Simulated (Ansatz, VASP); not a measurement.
## SiC: VASP beside Ansatz

```
CELL_PARAMETERS angstrom
3.04678 0.00000 0.00000
-1.52339 2.63859 0.00000
0.00000 0.00000 9.97596
ATOMIC_POSITIONS crystal
Si 0.00000 0.00000 0.99985
Si 0.33333 0.66667 0.24992
Si 0.00000 0.00000 0.49985
Si 0.66667 0.33333 0.74992
C 0.00000 0.00000 0.18728
C 0.33333 0.66667 0.43794
C 0.00000 0.00000 0.68728
C 0.66667 0.33333 0.93794
```

Change from the starting cell: hydrostatic strain -1.0%.

Alike in both runs: task single point; functional r2SCAN; k mesh 12 × 12 × 4; no spin polarisation.

```csv
,VASP,Ansatz
version,VASP 6.6.1,Ansatz 0.2.0
potentials or method,"VASP PAW PBE potentials, release 64 (Si, C)","plane waves, PAW"
plane-wave cutoff (eV),520,500
occupations,"gaussian, width 0.01 eV",fixed
valence electrons in the cell,32,32
```

```csv
,VASP,Ansatz,Ansatz less VASP
gap on the k mesh at the Fermi level (eV),2.62,2.61,-0.012
pressure (GPa),7.1,7.3,+0.21
"traceless stress, the component that is largest in VASP (GPa)",-0.08,-0.09,-0.009
```

VASP's potentials were made for PBE, not for r2SCAN.
